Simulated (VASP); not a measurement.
A run of VASP 6.6.1 is set up as follows.

POSCAR

```
Sn
1.0
   -1.7492592239      1.7989121400      2.3691131866
    1.7492592239     -1.7989121400      2.3691131866
    1.7492592239      1.7989121400     -2.3691131866
Sn
1
Direct
    0.0000000000      0.0000000000      0.0000000000
```

The input INCAR.step1:

```
SYSTEM = Sn
ALGO = Normal
EDIFF = 1E-4
ENCUT = 520
GGA = PE
ISMEAR = -1
LASPH = .True.
LCHARG = .False.
LREAL = .False.
LWAVE = .True.
NBANDS = 13
NELM = 100
PREC = Accurate
SIGMA = 0.05
```

File INCAR.step2:

```
SYSTEM = Sn
ALGO = Normal
EDIFF = 1E-6
ENCUT = 520
ISIF = 2
ISMEAR = -1
ISTART = 1
LASPH = .True.
LCHARG = .True.
LELF = .True.
LMIXTAU = .True.
LREAL = .False.
LVHAR = .True.
LWAVE = .False.
METAGGA = R2SCAN
NBANDS = 13
NELM = 100
PREC = Accurate
SIGMA = 0.05
```

KPOINTS

```
k-points
0
Gamma
  11 11 11
  0 0 0
```

Potentials or basis: VASP PAW PBE potentials, release 64 (Sn_d).

Run with:

```bash
$ cat potpaw_PBE.64/Sn_d/POTCAR > POTCAR
$ cp INCAR.step1 INCAR
$ mpirun -np 1 vasp_std > vasp.out
$ cp INCAR.step2 INCAR
$ mpirun -np 1 vasp_std > vasp.out
```

(1) Predict the pressure.

(2) What does it give for the band gap on the k mesh?

Results:

(1) -3.7 GPa.

(2) zero (band 7 reaches 14.15 eV, above the bottom of band 8 at 5.26 eV).

Caveat: the PAW data sets were made with another functional, which shifts forces and pressure a little; spin-orbit coupling is left out, which moves the levels of the heavy elements.
